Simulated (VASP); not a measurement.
# InB2As3 (Cmmm) in VASP: single point with PBE

Aim: the single point of InB2As3 with PBE.

Everything below comes from runs of VASP 6.6.1. Logs are shortened: lines on timing, memory, paths and dates and some standing lists are left out, and cuts for length are marked.

## 1. The cell of the first run

Symmetry: Cmmm, No. 65, orthorhombic system. Conventional cell: a = 3.682 Å, b = 13.398 Å, c = 5.211 Å, α = 90.00°, β = 90.00°, γ = 90.00°. In (site symmetry mmm) has 4 B at 2.83 Å and 8 As at 3.16 to 3.19 Å and 2 In at 3.68 Å within 3.7 Å. B (site symmetry m2m) has 2 As at 2.14 Å and 1 B at 2.19 Å and 2 In at 2.83 Å within 2.9 Å. Within 2.8 Å of As (site symmetry mmm) lie 4 B at 2.14 Å. Within 3.2 Å of As (site symmetry m2m) lie 2 As at 2.41 Å and 2 In at 3.16 Å.

The cell was generated, and may not be a known phase.

## 2. Single point, PBE

Contents of INCAR:

```
SYSTEM = InB2As3
  PREC = Accurate
  ENCUT = 560
  EDIFF = 1E-6
  ISMEAR = 0
  SIGMA = 0.1
  LREAL = .FALSE.
  LASPH = .TRUE.
  NELM = 120
  ALGO = Normal
  ISIF = 2
  LWAVE = .FALSE.
  LCHARG = .FALSE.
  GGA = PE
  NBANDS = 41
  GGA_COMPAT = .FALSE.
```

Contents of KPOINTS:

```
regular mesh
0
G
  4 4 4
  0 0 0
```

Contents of POSCAR:

```
InB2As3
1.0
    1.8410992792     -6.6989335198      0.0000000000
    1.8410992792      6.6989335198      0.0000000000
    0.0000000000      0.0000000000      5.2110750090
In B As
1 2 3
Direct
    0.0000000000      0.0000000000      0.0000000000
    0.0815660224      0.9184339776      0.5000000000
    0.9184339776      0.0815660224      0.5000000000
    0.5000000000      0.5000000000      0.5000000000
    0.3082395397      0.6917604603      0.0000000000
    0.6917604603      0.3082395397      0.0000000000
```

Potentials or basis: VASP PAW PBE potentials, release 64 (In_d, B, As_d).

The run is started by

```bash
$ cat potpaw_PBE.64/In_d/POTCAR potpaw_PBE.64/B/POTCAR potpaw_PBE.64/As_d/POTCAR > POTCAR
$ mpirun -np 1 vasp_std > vasp.out
```

OUTCAR:

```text
SYSTEM = InB2As3
   PREC = Accurate
   ENCUT = 560
   EDIFF = 1E-6
   ISMEAR = 0
   LREAL = .FALSE.
   LASPH = .TRUE.
   NELM = 120
   ISIF = 2
   GGA = PE

 ion  position               nearest neighbor table
   1  0.000  0.000  0.000-   2 2.83   3 2.83   2 2.83   3 2.83   6 3.16   5 3.16   6 3.16   5 3.16
                             4 3.19   4 3.19   4 3.19   4 3.19
   2  0.082  0.918  0.500-   4 2.14   4 2.14   1 2.83   1 2.83
   3  0.918  0.082  0.500-   4 2.14   4 2.14   1 2.83   1 2.83
   4  0.500  0.500  0.500-   2 2.14   3 2.14   2 2.14   3 2.14   1 3.19   1 3.19   1 3.19   1 3.19

   5  0.308  0.692  0.000-   6 2.41   6 2.41   1 3.16   1 3.16
   6  0.692  0.308  0.000-   5 2.41   5 2.41   1 3.16   1 3.16

  LATTYP: Found a base centered orthorhombic cell.
 ALAT       =     3.6821985584
 B/A-ratio  =     3.6385509437
 C/A-ratio  =     1.4152074980

  Lattice vectors:

 A1 = (   1.8410992792,  -6.6989335198,   0.0000000000)
 A2 = (   1.8410992792,   6.6989335198,   0.0000000000)
 A3 = (   0.0000000000,   0.0000000000,   5.2110750090)

Analysis of symmetry for initial positions (statically):
=====================================================================
 Subroutine PRICEL returns:
 Original cell was already a primitive cell.

 Routine SETGRP: Setting up the symmetry group for a
 base centered orthorhombic supercell.

 Subroutine GETGRP returns: Found  8 space group operations
 (whereof  8 operations were pure point group operations)
 out of a pool of  8 trial point group operations.

The static configuration has the point symmetry D_2h.

Analysis of symmetry for dynamics (positions and initial velocities):
=====================================================================
 Subroutine PRICEL returns:
 Original cell was already a primitive cell.

 Routine SETGRP: Setting up the symmetry group for a
 base centered orthorhombic supercell.

 Subroutine GETGRP returns: Found  8 space group operations
 (whereof  8 operations were pure point group operations)
 out of a pool of  8 trial point group operations.

The dynamic configuration has the point symmetry D_2h.

 Subroutine INISYM returns: Found  8 space group operations
 (whereof  8 operations are pure point group operations),
 and found     1 'primitive' translations

----------------------------------------------------------------------------------------

                                     Primitive cell
[... 90 lines left out ...]
   LNONCOLLINEAR =      F non collinear calculations
   LSORBIT =      F    spin-orbit coupling
   LASPH  =      T    aspherical Exc in radial PAW
   ENCUT  =  560.0 eV  41.16 Ry    6.42 a.u.  13.41 13.41 10.05*2*pi/ulx,y,z
   NELM   =    120;   NELMIN=  2; NELMDL= -5     # of ELM steps
   EDIFF  = 0.1E-05   stopping-criterion for ELM
   LREAL  =      F    real-space projection
[... 7 lines left out ...]
   TEBEG  =    0.0;   TEEND  =   0.0 temperature during run
   PSTRESS=    0.0 pullay stress
   NELECT =      64.0000    total number of electrons
   NUPDOWN=      -1.0000    fix difference up-down
   EMIN   =  10.00;   EMAX   =-10.00  energy-range for DOS
   EFERMI =   0.00;   METHOD = LEGACY
   ISMEAR =     0;   SIGMA  =   0.10  broadening in eV -4-tet -1-fermi 0-gaus
   EFERMI_NEDOS =   21; number of points for ismear=-14 and -15
   IALGO  =     38    algorithm
   IMIX   =      4    mixing-type and parameters
     AMIX     =   0.40;   BMIX     =  1.00
     AMIX_MAG =   1.60;   BMIX_MAG =  1.00
  volume/ion in A,a.u.               =      21.42       144.57
  Fermi-wavevector in a.u.,A,eV,Ry     =   1.297542  2.451999 22.906976  1.683615
  Thomas-Fermi vector in A             =   2.428928
   LORBIT       =      0    0 simple, 1 ext, 2 COOP (PROOUT), +10 PAW based schemes
   GGA     = PE    functional components
   LHFCALC =     F    Hartree Fock is set to
   AEXX    =    0.0000 exact exchange contribution
   IVDW    =     0    specifies the selected vdW correction
   LEPSILON=     F    determine dielectric tensor
   LRPA    =     F    only Hartree local field effects (RPA)
 non-spin polarized calculation
 Gauss-broadening in eV      SIGMA  =   0.10
  energy-cutoff  :      560.00
  volume of cell :      128.54
 maximum number of plane-waves:      3885
 NGX is ok and might be reduce to    54
   NGX = 27   NGY = 27   NGZ = 21

 number of electron      64.0000023 magnetization

 Free energy of the ion-electron system (eV)
  ---------------------------------------------------
  ext. energy  EPLUGINS =         0.00000000
  ---------------------------------------------------
  free energy    TOTEN  =       -23.03886747 eV

  energy without entropy =      -23.02550806  energy(sigma->0) =      -23.03218776

 E-fermi :   2.9686     XC(G=0):  -9.6958

 val. band max:        2.9507428063   @ k =   0.2500   0.2500   0.5000
 cond. band min:       2.9817510291   @ k =   0.5000  -0.0000   0.0000
 fundamental gap:      0.0310082228
 Fermi energy:         2.9686379385

 k-point     1 :       0.0000    0.0000    0.0000
  band No.  band energies     occupation
      1     -33.0643      2.00000
      2     -33.0430      2.00000
      3     -32.9993      2.00000
      4     -32.9883      2.00000
      5     -32.9641      2.00000
      6     -32.8798      2.00000
[... 913 lines left out ...]
     40       6.9019      0.00000
     41       7.4642      0.00000

------------------------ aborting loop because EDIFF is reached ----------------------------------------

  FORCE on cell =-STRESS in cart. coord.  units (eV):
  Direction    XX          YY          ZZ          XY          YZ          ZX
  --------------------------------------------------------------------------------------
  -------------------------------------------------------------------------------------
  Total       -0.0473741     -0.1317009      0.0592170      0.0000000      0.0000000      0.0000000
  in kB       -0.5904888     -1.6415686      0.7381029      0.0000000      0.0000000      0.0000000
  external PRESSURE =      -0.4979848 kB  Pullay stress =       0.0000000 kB

 VOLUME and BASIS-vectors are now :
 -----------------------------------------------------------------------------
  energy-cutoff  :      560.00
  volume of cell :      128.54
      direct lattice vectors                 reciprocal lattice vectors
     1.841099279 -6.698933520  0.000000000     0.271576881 -0.074638746  0.000000000
     1.841099279  6.698933520  0.000000000     0.271576881  0.074638746  0.000000000
     0.000000000  0.000000000  5.211075009     0.000000000  0.000000000  0.191898984

 POSITION                                       TOTAL-FORCE (eV/Angst)
 -----------------------------------------------------------------------------------
      0.00000      0.00000      0.00000         0.000000     -0.000000      0.000000
      1.84110      5.60612      2.60554         0.000000      0.028997     -0.000000
      1.84110     -5.60612      2.60554         0.000000     -0.028997      0.000000
      1.84110      0.00000      2.60554        -0.000000     -0.000000      0.000000
      1.84110      2.56918      0.00000         0.000000      0.013705      0.000000
      1.84110     -2.56918      0.00000         0.000000     -0.013705      0.000000
 -----------------------------------------------------------------------------------
    total drift:                                0.000000     -0.000000     -0.000000

  FREE ENERGIE OF THE ION-ELECTRON SYSTEM (eV)
  ---------------------------------------------------
  free  energy   TOTEN  =       -23.0388674700 eV

  energy  without entropy=      -23.0255080580  energy(sigma->0) =      -23.03218776
```

Wall time 2.3 min (1 thread of Intel Xeon Platinum 8488C (Sapphire Rapids), shared host); peak memory 0.38 GiB.

What came out:

| Property | Result |
| --- | --- |
| Free energy | -23.0389 eV |
| Pressure | 0.0 GPa |
| Largest force | 0.029 eV/Å |
| Band gap on the k mesh | zero (bands 32 and 33 overlap by 0.78 eV) |

Forces in eV/Å, atoms in the order of the input:
```
In   0.000  0.000  0.000
B    0.000  0.029  0.000
B    0.000 -0.029  0.000
As   0.000  0.000  0.000
As   0.000  0.014  0.000
As   0.000 -0.014  0.000
```

Caveat: the k points lie up to 0.44 Å⁻¹ apart, too coarse for converged energies and pressures of a metal; semilocal functionals underestimate gaps, and a narrow one can read as zero; spin-orbit coupling is left out, which moves the levels of the heavy elements.

The gap in the log of VASP goes by the Fermi energy; the results here count the filled bands.